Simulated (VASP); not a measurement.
Here is a VASP 6.6.1 calculation.

POSCAR

```
Ta
1.0
   -1.6607181511      1.6607181511      1.6607181511
    1.6607181511     -1.6607181511      1.6607181511
    1.6607181511      1.6607181511     -1.6607181511
Ta
1
Direct
    0.0000000000      0.0000000000      0.0000000000
```

INCAR.step1

```
SYSTEM = Ta
PREC = Accurate
ENCUT = 520
EDIFF = 1E-5
ISMEAR = -1
SIGMA = 0.1
LREAL = .FALSE.
LASPH = .TRUE.
NELM = 100
ALGO = Normal
ISIF = 2
LWAVE = .TRUE.
LCHARG = .FALSE.
GGA = PE
NBANDS = 12
```

File INCAR.step2:

```
SYSTEM = Ta
PREC = Accurate
ENCUT = 520
EDIFF = 1E-7
ISMEAR = -1
SIGMA = 0.1
LREAL = .FALSE.
LASPH = .TRUE.
NELM = 100
ALGO = Normal
ISIF = 2
LWAVE = .FALSE.
LCHARG = .FALSE.
GGA = PE
LHFCALC = .TRUE.
HFSCREEN = 0.2079
PRECFOCK = Normal
ISTART = 1
NBANDS = 12
```

The input KPOINTS:

```
regular mesh
0
G
  7 7 7
  0 0 0
```

Potentials or basis: VASP PAW PBE potentials, release 64 (Ta_pv).

Command:

```console
$ cat potpaw_PBE.64/Ta_pv/POTCAR > POTCAR
$ cp INCAR.step1 INCAR
$ mpirun -np 1 vasp_std > vasp.out
$ cp INCAR.step2 INCAR
$ mpirun -np 1 vasp_std > vasp.out
```

Q: Predict the band gap on the k mesh.

A: Zero (an odd number of electrons rules out a gap without spin polarisation).

Q: Predict the pressure.

A: -4.4 GPa.

Caveat: the k points lie up to 0.38 Å⁻¹ apart, too coarse for converged energies and pressures of a metal; the PAW data sets were made with another functional, which shifts forces and pressure a little; spin-orbit coupling is left out, which moves the levels of the heavy elements.
